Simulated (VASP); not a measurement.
Crystal: NaF.

```xyz
4
Lattice="3.3231 0.0000 0.0000 -1.6615 2.8779 0.0000 0.0000 0.0000 5.4266" Properties=species:S:1:pos:R:3 pbc="T T T"
Na    0.0000    0.0000    0.0000
Na    0.0000    1.9186    2.7133
F     1.6615    0.9593    1.3566
F     1.6615    0.9593    4.0699
```

```yaml
Program: VASP 6.6.1
Task: relaxation of cell and atoms
Functional: PBE
Potentials_or_basis: VASP PAW PBE potentials, release 64 (Na_pv, F)
Cutoff: 600 eV
k_mesh: 9 × 9 × 6
Occupations: gaussian, width 0.02 eV
Spin: no spin polarisation
```

At the start: pressure 1.0 GPa; volume 12.97 Å³/atom.

Question: Where does the relaxation end?

Answer: Over 6 steps the energy falls by 18.2 meV/atom and the volume is 13.13 Å³/atom (+1.2 %); space group P6_3/mmc (No. 194, to 0.1 Å) before and after.

The path:
```csv
step,energy change (eV),largest force (eV/Å),pressure (GPa),volume (Å³)
1,0.0000,0.0000,0.98,51.90
2,-0.0459,0.0000,0.22,52.48
3,-0.0669,0.0000,-1.02,53.58
4,-0.0706,0.0000,-0.69,53.28
5,-0.0725,0.0000,-0.25,52.74
6,-0.0728,0.0000,-0.10,52.52
```

Final structure:
```
CELL_PARAMETERS angstrom
3.24741 0.00000 0.00000
-1.62371 2.81234 0.00000
0.00000 0.00000 5.75064
ATOMIC_POSITIONS crystal
Na 0.00000 0.00000 0.00000
Na 0.33333 0.66667 0.50000
F 0.66667 0.33333 0.25000
F 0.66667 0.33333 0.75000
```
